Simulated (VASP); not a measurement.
Wanted: the native input for a VASP 6.6.1 run.

- Task: single point
- Functional: PBE
- Potentials or basis: VASP PAW PBE potentials, release 64 (P)
- Cutoff: 520 eV
- k mesh: 9 × 9 × 12
- Occupations: fermi-dirac, width 0.05 eV
- Spin: no spin polarisation
- Dipole correction: no
- Further INCAR settings: ALGO = Normal; EDIFF = 1e-06; NBANDS = 14

The structure of P lies in POSCAR:

```
P
1.0
    4.3986339056      0.0000000000      0.0000000000
   -2.1993169528      3.8093287042      0.0000000000
    0.0000000000      0.0000000000      2.5687321628
P
3
Direct
    0.0000000000      0.0000000000      0.0000000000
    0.3333333333      0.6666666667      0.5000000000
    0.6666666667      0.3333333333      0.5000000000
```

One way to write it, as run:

INCAR

```
PREC = Accurate
ENCUT = 520
EDIFF = 1E-6
ISMEAR = -1
SIGMA = 0.05
LREAL = False
LASPH = True
NELM = 60
ALGO = Normal
ISIF = 2
LWAVE = False
LCHARG = False
GGA = PE
NBANDS = 14
```

KPOINTS

```
regular mesh
0
Gamma
  9 9 12
```

Potentials or basis: VASP PAW PBE potentials, release 64 (P).

Command:

```console
$ cat potpaw_PBE.64/P/POTCAR > POTCAR
$ mpirun -np 1 vasp_std > vasp.out
```

It gave:

```
Pressure : -0.2 GPa
```

Run time: 38 s on 1 thread of AMD EPYC 7R43 64-Core Processor (Zen 3) (shared host), peak memory 0.14 GiB.
